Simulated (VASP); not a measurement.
# Ca (Fd-3m) in VASP: single point with PBE

Aim: the single point of Ca with PBE.

Everything below comes from runs of VASP 6.6.1. Logs are shortened: lines on timing, memory, paths and dates and some standing lists are left out, and cuts for length are marked.

## 1. The cell of the first run

Symmetry: Fd-3m, No. 227, cubic system. The conventional cell has a = 8.604 Å, b = 8.604 Å, c = 8.604 Å, α = 90.00°, β = 90.00°, γ = 90.00°. Ca (site symmetry -43m) has 4 Ca at 3.73 Å within 4.9 Å.

This isn't the form of Ca at room conditions, which is fcc.

## 2. Single point, PBE

File INCAR:

```
  PREC = Accurate
  ENCUT = 520
  EDIFF = 1E-6
  ISMEAR = -1
  SIGMA = 0.05
  LREAL = False
  LASPH = True
  NELM = 100
  ALGO = Normal
  ISIF = 2
  LWAVE = False
  LCHARG = True
  GGA = PE
  LELF = True
  LVHAR = True
  NBANDS = 17
```

File KPOINTS:

```
Automatic mesh
0
Gamma
  11 11 11
```

File POSCAR:

```
Ca
1.0
    0.0000000000      4.3020958320      4.3020958320
    4.3020958320      0.0000000000      4.3020958320
    4.3020958320      4.3020958320      0.0000000000
Ca
2
Direct
    0.0000000000      0.0000000000      0.0000000000
    0.2500000000      0.2500000000      0.2500000000
```

Potentials or basis: VASP PAW PBE potentials, release 64 (Ca_sv).

The run is started by

```console
$ cat potpaw_PBE.64/Ca_sv/POTCAR > POTCAR
$ mpirun -np 1 vasp_std > vasp.out
```

OUTCAR:

```text
PREC = Accurate
   ENCUT = 520
   EDIFF = 1E-6
   ISMEAR = -1
   LREAL = False
   LASPH = True
   NELM = 100
   ISIF = 2
   GGA = PE

 ion  position               nearest neighbor table
   1  0.000  0.000  0.000-
   2  0.250  0.250  0.250-

  LATTYP: Found a face centered cubic cell.
 ALAT       =     8.6041916640

  Lattice vectors:

 A1 = (   0.0000000000,   4.3020958320,   4.3020958320)
 A2 = (   4.3020958320,   0.0000000000,   4.3020958320)
 A3 = (   4.3020958320,   4.3020958320,   0.0000000000)

Analysis of symmetry for initial positions (statically):
=====================================================================
 Subroutine PRICEL returns:
 Original cell was already a primitive cell.

 Routine SETGRP: Setting up the symmetry group for a
 face centered cubic supercell.

 Subroutine GETGRP returns: Found 48 space group operations
 (whereof 24 operations were pure point group operations)
 out of a pool of 48 trial point group operations.

The static configuration has the point symmetry T_d .
 The point group associated with its full space group is O_h .

Analysis of symmetry for dynamics (positions and initial velocities):
=====================================================================
 Subroutine PRICEL returns:
 Original cell was already a primitive cell.

 Routine SETGRP: Setting up the symmetry group for a
 face centered cubic supercell.

 Subroutine GETGRP returns: Found 48 space group operations
 (whereof 24 operations were pure point group operations)
 out of a pool of 48 trial point group operations.

The dynamic configuration has the point symmetry T_d .
 The point group associated with its full space group is O_h .

 Subroutine INISYM returns: Found 48 space group operations
 (whereof 24 operations are pure point group operations),
 and found     1 'primitive' translations

----------------------------------------------------------------------------------------

                                     Primitive cell

  volume of cell :     159.2466

  direct lattice vectors                    reciprocal lattice vectors
     0.000000000  4.302095832  4.302095832    -0.116222423  0.116222423  0.116222423
[... 80 lines left out ...]
   ISPIN  =      1    spin polarized calculation?
   LNONCOLLINEAR =      F non collinear calculations
   LSORBIT =      F    spin-orbit coupling
   LASPH  =      T    aspherical Exc in radial PAW
   ENCUT  =  520.0 eV  38.22 Ry    6.18 a.u.  11.31 11.31 11.31*2*pi/ulx,y,z
   NELM   =    100;   NELMIN=  2; NELMDL= -5     # of ELM steps
   EDIFF  = 0.1E-05   stopping-criterion for ELM
   LREAL  =      F    real-space projection
   EDIFFG = 0.1E-04   stopping-criterion for IOM
   NSW    =      0    number of steps for IOM
   IBRION =     -1    ionic relax: 0-MD 1-quasi-New 2-CG
   NFREE  =      0    steps in history (QN), initial steepest desc. (CG)
   ISIF   =      2    stress and relaxation
   ISYM   =      2    0-nonsym 1-usesym 2-fastsym
   POTIM  = 0.5000    time-step for ionic-motion
   TEBEG  =    0.0;   TEEND  =   0.0 temperature during run
   PSTRESS=    0.0 pullay stress
   NELECT =      20.0000    total number of electrons
   NUPDOWN=      -1.0000    fix difference up-down
   EMIN   =  10.00;   EMAX   =-10.00  energy-range for DOS
   EFERMI =   0.00;   METHOD = LEGACY
   ISMEAR =    -1;   SIGMA  =   0.05  broadening in eV -4-tet -1-fermi 0-gaus
   EFERMI_NEDOS =   21; number of points for ismear=-14 and -15
   IALGO  =     38    algorithm
   IMIX   =      4    mixing-type and parameters
     AMIX     =   0.40;   BMIX     =  1.00
     AMIX_MAG =   1.60;   BMIX_MAG =  1.00
  volume/ion in A,a.u.               =      79.62       537.32
  Fermi-wavevector in a.u.,A,eV,Ry     =   0.819838  1.549269  9.144945  0.672134
  Thomas-Fermi vector in A             =   1.930714
   LORBIT       =      0    0 simple, 1 ext, 2 COOP (PROOUT), +10 PAW based schemes
   GGA     = PE    functional components
   LHFCALC =     F    Hartree Fock is set to
   AEXX    =    0.0000 exact exchange contribution
   IVDW    =     0    specifies the selected vdW correction
   LEPSILON=     F    determine dielectric tensor
   LRPA    =     F    only Hartree local field effects (RPA)
 non-spin polarized calculation
  energy-cutoff  :      520.00
  volume of cell :      159.25
 maximum number of plane-waves:      4312
 NGX is ok and might be reduce to    48
   NGX = 23   NGY = 23   NGZ = 23

 number of electron      19.9999999 magnetization

 Free energy of the ion-electron system (eV)
  ---------------------------------------------------
  ext. energy  EPLUGINS =         0.00000000
  ---------------------------------------------------
  free energy    TOTEN  =        -1.78418816 eV

  energy without entropy =       -1.75559577  energy(sigma->0) =       -1.76989197

 E-fermi :  -0.0629     XC(G=0):  -5.8154

 val. band max:       -0.0765518303   @ k =  -0.3636   0.4545   0.1818
 cond. band min:      -0.0407071089   @ k =  -0.2727   0.2727   0.0000
 fundamental gap:      0.0358447214
 Fermi energy:        -0.0629359280

 k-point     1 :       0.0000    0.0000    0.0000
  band No.  band energies     occupation
      1     -43.2693      2.00000
      2     -43.2530      2.00000
      3     -24.2493      2.00000
      4     -24.2493      2.00000
      5     -24.2493      2.00000
      6     -24.1898      2.00000
[... 457 lines left out ...]
      4     -24.2525      2.00000
      5     -24.2439      2.00000
      6     -24.1956      2.00000
[... 9 lines left out ...]
     16       1.3598      0.00000
     17       1.4794      0.00000

 [... further k-points ...]

------------------------ aborting loop because EDIFF is reached ----------------------------------------

  FORCE on cell =-STRESS in cart. coord.  units (eV):
  Direction    XX          YY          ZZ          XY          YZ          ZX
  --------------------------------------------------------------------------------------
  -------------------------------------------------------------------------------------
  Total        0.0153509      0.0153509      0.0153509      0.0000000     -0.0000000      0.0000000
  in kB        0.1544452      0.1544452      0.1544452      0.0000000     -0.0000000      0.0000000
  external PRESSURE =       0.1544452 kB  Pullay stress =       0.0000000 kB

 VOLUME and BASIS-vectors are now :
 -----------------------------------------------------------------------------
  energy-cutoff  :      520.00
  volume of cell :      159.25
      direct lattice vectors                 reciprocal lattice vectors
     0.000000000  4.302095832  4.302095832    -0.116222423  0.116222423  0.116222423
     4.302095832  0.000000000  4.302095832     0.116222423 -0.116222423  0.116222423
     4.302095832  4.302095832  0.000000000     0.116222423  0.116222423 -0.116222423

 POSITION                                       TOTAL-FORCE (eV/Angst)
 -----------------------------------------------------------------------------------
      0.00000      0.00000      0.00000        -0.000000      0.000000     -0.000000
      2.15105      2.15105      2.15105         0.000000     -0.000000      0.000000
 -----------------------------------------------------------------------------------
    total drift:                               -0.000000     -0.000000     -0.000000

  FREE ENERGIE OF THE ION-ELECTRON SYSTEM (eV)
  ---------------------------------------------------
  free  energy   TOTEN  =        -1.7841881640 eV

  energy  without entropy=       -1.7555957705  energy(sigma->0) =       -1.76989197
```

OSZICAR:

```text
N       E                     dE             d eps       ncg     rms          rms(c)
DAV:   1     0.148700770015E+03    0.14870E+03   -0.92555E+03  2040   0.971E+02
DAV:   2     0.560355377629E+01   -0.14310E+03   -0.14174E+03  2300   0.270E+02
DAV:   3    -0.150297826052E+01   -0.71065E+01   -0.70417E+01  3686   0.450E+01
DAV:   4    -0.175935181080E+01   -0.25637E+00   -0.25494E+00  2581   0.844E+00
DAV:   5    -0.177141108306E+01   -0.12059E-01   -0.12053E-01  3219   0.136E+00    0.200E+00
DAV:   6    -0.177422353698E+01   -0.28125E-02   -0.22959E-02  2634   0.114E+00    0.124E+00
DAV:   7    -0.178420949408E+01   -0.99860E-02   -0.31544E-02  2488   0.141E+00    0.121E-01
DAV:   8    -0.178399978149E+01    0.20971E-03   -0.31062E-03  2527   0.440E-01    0.289E-02
DAV:   9    -0.178418360726E+01   -0.18383E-03   -0.50296E-04  3403   0.930E-02    0.310E-02
DAV:  10    -0.178418858603E+01   -0.49788E-05   -0.58030E-05  2519   0.670E-02    0.344E-03
DAV:  11    -0.178418816402E+01    0.42201E-06   -0.42094E-06  3020   0.108E-02
   1 F= -.17841882E+01 E0= -.17698920E+01  d E =-.285924E-01
```

stdout:

```text
POSCAR found type information on POSCAR Ca
 POSCAR found :  1 types and       2 ions
 scaLAPACK will be used
 LDA part: xc-table for (Slater+PW92), standard interpolation
 POSCAR, INCAR and KPOINTS ok, starting setup
 FFT: planning ... GRIDC
 FFT: planning ... GRID_SOFT
 FFT: planning ... GRID
 WAVECAR not read
 entering main loop
```

It took 1.9 min on 1 thread of Oxide Virtual Turin-like, shared host; peak memory 0.35 GiB.

What came out:

```yaml
Free_energy: -1.7842 eV
Pressure: 0.0 GPa
Band_gap_on_the_k_mesh: zero (bands 10 and 11 overlap by 0.78 eV)
```

The gap in the log of VASP goes by the Fermi energy; the results here count the filled bands.